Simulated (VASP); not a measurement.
# Ga2H3 (Pm-3m) in VASP: relaxation of cell and atoms with PBE

Aim: the relaxation of cell and atoms of Ga2H3 with PBE.

Program: VASP 6.6.1. These are calculated values, not measurements. Logs are shortened: lines on timing, memory, paths and dates and some standing lists are left out, and cuts for length are marked.

**1. The cell of the first run**

It takes space group Pm-3m (No. 221, cubic). Conventional cell: a = 3.824 Å, b = 3.824 Å, c = 3.824 Å, α = 90.00°, β = 90.00°, γ = 90.00°. Within 2.5 Å of Ga (site symmetry m-3m) lie 6 H at 1.91 Å. Within 3.6 Å of Ga (site symmetry m-3m) lie 12 H at 2.70 Å and 8 Ga at 3.31 Å. H (site symmetry 4/mmm) has 2 Ga at 1.91 Å within 2.5 Å.

The cell was built from a structure type or drawn by symmetry, and may not be a known phase.

**2. Relaxation of cell and atoms, PBE**

Contents of INCAR:

```
ALGO = Normal
EDIFF = 1E-6
EDIFFG = -0.01
ENCUT = 600
GGA = PE
IBRION = 2
ISIF = 3
ISMEAR = 0
LASPH = T
LCHARG = F
LREAL = F
LWAVE = F
NELM = 100
NSW = 100
PREC = Accurate
SIGMA = 0.1
```

Contents of KPOINTS:

```
k-points
0
Gamma
  10 10 10
```

Contents of POSCAR:

```
Ga2H3
1.0
    3.8237801264      0.0000000000      0.0000000000
    0.0000000000      3.8237801264      0.0000000000
    0.0000000000      0.0000000000      3.8237801264
Ga H
2 3
Direct
    0.5000000000      0.5000000000      0.5000000000
    0.0000000000      0.0000000000      0.0000000000
    0.0000000000      0.5000000000      0.5000000000
    0.5000000000      0.0000000000      0.5000000000
    0.5000000000      0.5000000000      0.0000000000
```

Potentials or basis: VASP PAW PBE potentials, release 64 (Ga_d, H).

The run is started by

```
> cat potpaw_PBE.64/Ga_d/POTCAR potpaw_PBE.64/H/POTCAR > POTCAR
> mpirun -np 1 vasp_std > vasp.out
```

OUTCAR:

```text
EDIFF = 1E-6
   EDIFFG = -0.01
   ENCUT = 600
   GGA = PE
   IBRION = 2
   ISIF = 3
   ISMEAR = 0
   LASPH = T
   LREAL = F
   NELM = 100
   NSW = 100
   PREC = Accurate

 ion  position               nearest neighbor table
   1  0.500  0.500  0.500-
   2  0.000  0.000  0.000-
   3  0.000  0.500  0.500-
   4  0.500  0.000  0.500-
   5  0.500  0.500  0.000-

  LATTYP: Found a simple cubic cell.
 ALAT       =     3.8237801264

  Lattice vectors:

 A1 = (   3.8237801264,   0.0000000000,   0.0000000000)
 A2 = (   0.0000000000,   3.8237801264,   0.0000000000)
 A3 = (   0.0000000000,   0.0000000000,   3.8237801264)

Analysis of symmetry for initial positions (statically):
=====================================================================
 Subroutine PRICEL returns:
 Original cell was already a primitive cell.

 Routine SETGRP: Setting up the symmetry group for a
 simple cubic supercell.

 Subroutine GETGRP returns: Found 48 space group operations
 (whereof 48 operations were pure point group operations)
 out of a pool of 48 trial point group operations.

The static configuration has the point symmetry O_h .

Analysis of symmetry for dynamics (positions and initial velocities):
=====================================================================
 Subroutine PRICEL returns:
 Original cell was already a primitive cell.

 Routine SETGRP: Setting up the symmetry group for a
 simple cubic supercell.

 Subroutine GETGRP returns: Found 48 space group operations
 (whereof 48 operations were pure point group operations)
 out of a pool of 48 trial point group operations.

The dynamic configuration has the point symmetry O_h .

 Subroutine INISYM returns: Found 48 space group operations
 (whereof 48 operations are pure point group operations),
 and found     1 'primitive' translations

----------------------------------------------------------------------------------------

                                     Primitive cell

  volume of cell :      55.9086

  direct lattice vectors                    reciprocal lattice vectors
     3.823780126  0.000000000  0.000000000     0.261521313  0.000000000  0.000000000
     0.000000000  3.823780126  0.000000000     0.000000000  0.261521313  0.000000000
     0.000000000  0.000000000  3.823780126     0.000000000  0.000000000  0.261521313

  length of vectors
     3.823780126  3.823780126  3.823780126     0.261521313  0.261521313  0.261521313

  position of ions in fractional coordinates (direct lattice)
     0.500000000  0.500000000  0.500000000
     0.000000000  0.000000000  0.000000000
     0.000000000  0.500000000  0.500000000
     0.500000000  0.000000000  0.500000000
     0.500000000  0.500000000  0.000000000

  ion indices of the primitive-cell ions
   primitive index   ion index
                 1           1
                 2           2
                 3           3
                 4           4
                 5           5

----------------------------------------------------------------------------------------

 KPOINTS: k-points

Automatic generation of k-mesh.
 Grid dimensions read from file:
 generate k-points for:   10   10   10

 Generating k-lattice:

  Cartesian coordinates                     Fractional coordinates (reciprocal lattice)
     0.026152131  0.000000000  0.000000000     0.100000000  0.000000000  0.000000000
     0.000000000  0.026152131  0.000000000     0.000000000  0.100000000  0.000000000
     0.000000000  0.000000000  0.026152131     0.000000000  0.000000000  0.100000000

  Length of vectors
     0.026152131  0.026152131  0.026152131

  Shift w.r.t. Gamma in fractional coordinates (k-lattice)
     0.000000000  0.000000000  0.000000000

 Subroutine IBZKPT returns following result:
 ===========================================

 Found     56 irreducible k-points:

 Following reciprocal coordinates:
            Coordinates               Weight
  0.000000  0.000000  0.000000      1.000000
  0.100000  0.000000  0.000000      6.000000
  0.200000  0.000000  0.000000      6.000000
  0.300000  0.000000  0.000000      6.000000
  0.400000  0.000000  0.000000      6.000000
  0.500000  0.000000  0.000000      3.000000
[... 16 lines left out ...]
  0.200000  0.100000  0.100000     24.000000
  0.300000  0.100000  0.100000     24.000000
 [... further k-points ...]
   k-points           NKPTS =     56   k-points in BZ     NKDIM =     56   number of bands    NBANDS=     18
   number of dos      NEDOS =    301   number of ions     NIONS =      5
   total plane-waves  NPLWV =  32768
   dimension x,y,z NGX =    32 NGY =   32 NGZ =   32
   dimension x,y,z NGXF=    64 NGYF=   64 NGZF=   64
   ions per type =               2   3
   NGX,Y,Z   is equivalent  to a cutoff of  13.91, 13.91, 13.91 a.u.
   NGXF,Y,Z  is equivalent  to a cutoff of  27.83, 27.83, 27.83 a.u.
 SYSTEM =  unknown system
   PREC   = accura    normal or accurate (medium, high low for compatibility)
   ISTART =      0    job   : 0-new  1-cont  2-samecut
   ICHARG =      2    charge: 1-file 2-atom 10-const
   ISPIN  =      1    spin polarized calculation?
   LNONCOLLINEAR =      F non collinear calculations
   LSORBIT =      F    spin-orbit coupling
   LASPH  =      T    aspherical Exc in radial PAW
   ENCUT  =  600.0 eV  44.10 Ry    6.64 a.u.   7.64  7.64  7.64*2*pi/ulx,y,z
   NELM   =    100;   NELMIN=  2; NELMDL= -5     # of ELM steps
   EDIFF  = 0.1E-05   stopping-criterion for ELM
   LREAL  =      F    real-space projection
   EDIFFG = -.1E-01   stopping-criterion for IOM
   NSW    =    100    number of steps for IOM
   IBRION =      2    ionic relax: 0-MD 1-quasi-New 2-CG
   NFREE  =      1    steps in history (QN), initial steepest desc. (CG)
   ISIF   =      3    stress and relaxation
   ISYM   =      2    0-nonsym 1-usesym 2-fastsym
   POTIM  = 0.5000    time-step for ionic-motion
   TEBEG  =    0.0;   TEEND  =   0.0 temperature during run
   PSTRESS=    0.0 pullay stress
   NELECT =      29.0000    total number of electrons
   NUPDOWN=      -1.0000    fix difference up-down
   EMIN   =  10.00;   EMAX   =-10.00  energy-range for DOS
   EFERMI =   0.00;   METHOD = LEGACY
   ISMEAR =     0;   SIGMA  =   0.10  broadening in eV -4-tet -1-fermi 0-gaus
   EFERMI_NEDOS =   21; number of points for ismear=-14 and -15
   IALGO  =     38    algorithm
   IMIX   =      4    mixing-type and parameters
     AMIX     =   0.40;   BMIX     =  1.00
     AMIX_MAG =   1.60;   BMIX_MAG =  1.00
  volume/ion in A,a.u.               =      11.18        75.46
  Fermi-wavevector in a.u.,A,eV,Ry     =   1.315370  2.485689 23.540775  1.730198
  Thomas-Fermi vector in A             =   2.445557
   LORBIT       =      0    0 simple, 1 ext, 2 COOP (PROOUT), +10 PAW based schemes
   GGA     = PE    functional components
   LHFCALC =     F    Hartree Fock is set to
   AEXX    =    0.0000 exact exchange contribution
   IVDW    =     0    specifies the selected vdW correction
   LEPSILON=     F    determine dielectric tensor
   LRPA    =     F    only Hartree local field effects (RPA)
 conjugate gradient relaxation of ions
 non-spin polarized calculation
 Gauss-broadening in eV      SIGMA  =   0.10
  energy-cutoff  :      600.00
  volume of cell :       55.91
 maximum number of plane-waves:      1888
 NGX is ok and might be reduce to    32
   NGX = 15   NGY = 15   NGZ = 15

--------------------------------------- Ionic step        1  -------------------------------------------

 number of electron      29.0000029 magnetization

 Free energy of the ion-electron system (eV)
  ---------------------------------------------------
  ext. energy  EPLUGINS =         0.00000000
  ---------------------------------------------------
  free energy    TOTEN  =       -14.05839002 eV

  energy without entropy =      -14.05127464  energy(sigma->0) =      -14.05483233

------------------------ aborting loop because EDIFF is reached ----------------------------------------

  FORCE on cell =-STRESS in cart. coord.  units (eV):
  Direction    XX          YY          ZZ          XY          YZ          ZX
  --------------------------------------------------------------------------------------
  -------------------------------------------------------------------------------------
  Total       -0.1984911     -0.1984911     -0.1984911     -0.0000000      0.0000000      0.0000000
  in kB       -5.6881749     -5.6881749     -5.6881749     -0.0000000      0.0000000      0.0000000
  external PRESSURE =      -5.6881749 kB  Pullay stress =       0.0000000 kB
[... 63 lines left out ...]
  energy  without entropy=      -14.0521384930  energy(sigma->0) =      -14.05571349

--------------------------------------- Ionic step        3  -------------------------------------------

 number of electron      29.0000022 magnetization

 Free energy of the ion-electron system (eV)
  ---------------------------------------------------
  ext. energy  EPLUGINS =         0.00000000
  ---------------------------------------------------
  free energy    TOTEN  =       -14.05952454 eV

  energy without entropy =      -14.05235373  energy(sigma->0) =      -14.05593914

 E-fermi :   4.1132     XC(G=0): -10.0656

 val. band max:        4.0786394078   @ k =   0.5000   0.3000   0.1000
 cond. band min:       4.1619792336   @ k =   0.4000   0.4000   0.3000
 fundamental gap:      0.0833398258
 Fermi energy:         4.1131614287

 k-point     1 :       0.0000    0.0000    0.0000
  band No.  band energies     occupation
      1     -11.4418      2.00000
      2     -11.4418      2.00000
      3     -11.3888      2.00000
      4     -11.3888      2.00000
      5     -11.3888      2.00000
      6     -11.2720      2.00000
[... 10 lines left out ...]
     17       4.0629      1.52251
     18      11.3173      0.00000
[... 466 lines left out ...]
      2     -11.3991      2.00000
      3     -11.3942      2.00000
      4     -11.3922      2.00000
      5     -11.3824      2.00000
      6     -11.2776      2.00000
[... 10 lines left out ...]
     17       7.1246      0.00000
     18       8.1901      0.00000

 [... further k-points ...]

------------------------ aborting loop because EDIFF is reached ----------------------------------------

  FORCE on cell =-STRESS in cart. coord.  units (eV):
  Direction    XX          YY          ZZ          XY          YZ          ZX
  --------------------------------------------------------------------------------------
  -------------------------------------------------------------------------------------
  Total       -0.0499438     -0.0499438     -0.0499438      0.0000000      0.0000000      0.0000000
  in kB       -1.4433406     -1.4433406     -1.4433406      0.0000000      0.0000000      0.0000000
  external PRESSURE =      -1.4433406 kB  Pullay stress =       0.0000000 kB
[... 20 lines left out ...]
  FREE ENERGIE OF THE ION-ELECTRON SYSTEM (eV)
  ---------------------------------------------------
  free  energy   TOTEN  =       -14.0595245448 eV

  energy  without entropy=      -14.0523537343  energy(sigma->0) =      -14.05593914

 reached required accuracy - stopping structural energy minimisation
```

It took 68 s on 1 thread of Intel Xeon Platinum 8259CL at 2.50GHz (Skylake/Cascade Lake), shared host; peak memory 0.22 GiB.

Results:

| Quantity | Value |
| --- | --- |
| Free energy | -14.0595 eV |
| Relaxed volume | 11.09 Å³/atom |
| Relaxed cell | a = 3.813 Å, b = 3.813 Å, c = 3.813 Å, α = 90.00°, β = 90.00°, γ = 90.00° |
| Space group after relaxing (to 0.1 Å) | Pm-3m (No. 221) |
| Energy gained by relaxing | 0.2 meV/atom |
| Ionic steps | 3 |
| Pressure after relaxing | -0.1 GPa |

The path:
| step | energy change (eV) | largest force (eV/Å) | pressure (GPa) | volume (Å³) |
| --- | --- | --- | --- | --- |
| 1 | 0.0000 | 0.0000 | -0.57 | 55.91 |
| 2 | -0.0009 | 0.0000 | -0.27 | 55.59 |
| 3 | -0.0011 | 0.0000 | -0.14 | 55.44 |

Final structure:
```xyz
5
Lattice="3.8131 0.0000 0.0000 0.0000 3.8131 0.0000 0.0000 0.0000 3.8131" Properties=species:S:1:pos:R:3 pbc="T T T"
Ga    1.9065    1.9065    1.9065
Ga    0.0000    0.0000    0.0000
H     0.0000    1.9065    1.9065
H     1.9065    0.0000    1.9065
H     1.9065    1.9065    0.0000
```

Caveat: the highest band is partly filled, so the run has too few bands.
